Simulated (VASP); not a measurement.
# Mg2ZnO3: single point with PBEsol

Crystal: Mg2ZnO3.

```
CELL_PARAMETERS angstrom
4.54950 -2.62665 0.00000
0.00000 5.25331 0.00000
0.00000 0.00000 7.40332
ATOMIC_POSITIONS crystal
Mg 0.99891 0.33332 0.67458
Mg 0.66533 0.66552 0.65276
Mg 0.34051 0.00131 0.66951
Mg 0.35114 0.34242 0.34088
Mg 0.98470 0.64982 0.33809
Mg 0.66232 0.00262 0.33725
Zn 0.99237 0.99127 0.99813
Zn 0.66822 0.33395 0.00174
Zn 0.34190 0.68131 0.99577
O 0.98841 0.31763 0.16936
O 0.66453 0.67240 0.16374
O 0.33184 0.00091 0.18173
O 0.34614 0.34490 0.82760
O 0.99074 0.66332 0.82738
O 0.67268 0.99432 0.82802
O 0.99172 0.98918 0.50744
O 0.66308 0.32976 0.49705
O 0.33628 0.66850 0.49567
```

This cell differs from its parent crystal: dynamics (nve) at 200 K, volume x 1.0, from the last frame before.

* Program: VASP 6.6.1
* Task: single point
* Functional: PBEsol
* Potentials or basis: VASP PAW PBE potentials, release 64 (Mg, Zn, O)
* Cutoff: 520 eV
* k mesh: 2 × 2 × 2, shifted
* Occupations: fermi-dirac, width 0.02 eV
* Spin: no spin polarisation
* Dipole correction: no
* Further INCAR settings: LREAL = Auto; ALGO = Normal; EDIFF = 1e-06; NBANDS = 66

```json
{
 "Pressure": "-5.0 GPa",
 "Largest force": "1.488 eV/Å",
 "Band gap on the k mesh": "4.23 eV"
}
```

Forces in eV/Å, atoms in the order of the input:
```
Mg   0.218 -0.244 -0.187
Mg   0.048  0.023  1.076
Mg  -0.446  0.120 -0.022
Mg  -1.203 -0.041 -0.876
Mg   0.913  0.398 -0.612
Mg   0.197 -0.344 -0.482
Zn   0.383  0.166  0.335
Zn  -0.127  0.084  0.097
Zn  -0.274 -0.322  0.405
O    0.311  0.458  0.157
O   -0.076 -0.401  0.671
O   -0.156 -0.082 -0.544
O   -0.356 -0.287 -0.108
O    0.575 -0.184 -0.038
O   -0.336  0.516 -0.259
O    0.383  0.320 -0.399
O    0.202 -0.002  0.404
O   -0.257 -0.179  0.381
```

Stress tensor (GPa, compression positive):
```
-4.82  0.23 -0.47
 0.23 -5.28 -0.28
-0.47 -0.28 -4.93
```

Levels at points of the mesh, in eV from the valence-band top:
| k point | band 48 | band 49 | band 50 | band 51 | band 52 | band 53 | band 54 | band 55 |
| --- | --- | --- | --- | --- | --- | --- | --- | --- |
| (0.25, 0.25, 0.25) | -0.21 | -0.14 | -0.11 | -0.01 | 5.15 | 6.04 | 6.31 | 7.21 |

Wall time 2.8 min on 1 thread of Intel(R) Xeon(R) 6975P-C (Granite Rapids) (shared host), peak memory 0.32 GiB.

Caveat: the k points lie up to 0.69 Å⁻¹ apart; the PAW data sets were made with another functional, which shifts forces and pressure a little. A k mesh can miss the band edges.
